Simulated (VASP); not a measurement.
Write the native input for VASP 6.6.1 that does the following.

* Task: single point
* Functional: PBEsol
* Dispersion: D3(BJ)
* Potentials or basis: VASP PAW PBE potentials, release 64 (Pd)
* Cutoff: 520 eV
* k mesh: 11 × 11 × 6
* Occupations: fermi-dirac, width 0.05 eV
* Spin: no spin polarisation
* Dipole correction: no
* Further INCAR settings: ALGO = Normal; EDIFF = 1e-06; NBANDS = 17

The structure of Pd lies in POSCAR:

```
Pd
1.0
    2.6963464522      0.0000000000      0.0000000000
   -1.3481732261      2.3351045250      0.0000000000
    0.0000000000      0.0000000000      4.4906841611
Pd
2
Direct
    0.3333333333      0.6666666667      0.2500000000
    0.6666666667      0.3333333333      0.7500000000
```

The input as run:

INCAR

```
ALGO     = Normal         # electronic algorithm
EDIFF    = 1E-6           # SCF threshold, eV
ENCUT    = 520            # plane-wave cutoff, eV
GGA      = PS             # functional
ISIF     = 2              # what is computed and relaxed
ISMEAR   = -1             # smearing method
IVDW     = 12             # dispersion correction
LASPH    = True           # aspherical terms in the spheres
LCHARG   = True           # write CHGCAR
LELF     = True           # ELF
LREAL    = False          # projectors in reciprocal space
LVHAR    = True         
LWAVE    = False          # write WAVECAR
NBANDS   = 17             # bands
NELM     = 60             # most SCF steps
PREC     = Accurate       # precision mode
SIGMA    = 0.05           # smearing width, eV
```

KPOINTS

```
k-points
0
Gamma
  11 11 6
```

Potentials or basis: VASP PAW PBE potentials, release 64 (Pd).

Command:

```bash
$ cat potpaw_PBE.64/Pd/POTCAR > POTCAR
$ mpirun -np 1 vasp_std > vasp.out
```

Results of the run:

```yaml
Pressure: -0.4 GPa
Band_gap_on_the_k_mesh: zero (band 10 reaches 10.54 eV, above the bottom of band 11 at 9.61 eV)
Dispersion_energy_per_atom: -0.649 eV
```

Caveat: the PAW data sets were made with another functional, which shifts forces and pressure a little; pairwise dispersion overbinds metals, which lowers pressure and volume.

It took 13 s on 1 thread of AMD EPYC 9R45 (Zen 5) (shared host), peak memory 0.13 GiB.
